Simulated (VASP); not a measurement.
Here is a VASP 6.6.1 calculation.

INCAR

```
SYSTEM = KZnF3
  PREC = Accurate
  ENCUT = 520
  EDIFF = 1E-6
  ISMEAR = 0
  SIGMA = 0.05
  LREAL = .False.
  LASPH = .True.
  NELM = 80
  ALGO = Normal
  ISIF = 2
  LWAVE = .False.
  LCHARG = .True.
  LELF = .True.
  LVHAR = .True.
  NBANDS = 29
```

KPOINTS

```
Automatic mesh
0
Gamma
  6 6 6
  0 0 0
```

POSCAR

```
KZnF3
1.0
    3.5380008822      0.0000000000      0.0000000000
    0.0000000000      3.5380008822      0.0000000000
    0.0000000000      0.0000000000      5.3070013233
K Zn F
1 1 3
Direct
    0.0000000000      0.0000000000      0.0000000000
    0.5000000000      0.5000000000      0.5000000000
    0.5000000000      0.5000000000      0.0000000000
    0.0000000000      0.5000000000      0.5000000000
    0.5000000000      0.0000000000      0.5000000000
```

Potentials or basis: VASP PAW LDA potentials, release 64 (K_sv, Zn, F).

Launch:

```sh
$ cat potpaw_LDA.64/K_sv/POTCAR potpaw_LDA.64/Zn/POTCAR potpaw_LDA.64/F/POTCAR > POTCAR
$ mpirun -np 1 vasp_std > vasp.out
```

Estimate the pressure.

15.8 GPa.

Predict the band gap on the k mesh.

2.33 eV (least direct gap 5.11 eV).

Stress tensor (GPa, compression positive):
```
27.57  0.00  0.00
 0.00 27.57  0.00
 0.00  0.00 -7.67
```

Caveat: the stress differs along the axes, from -8 to 28 GPa. A k mesh can miss the band edges.
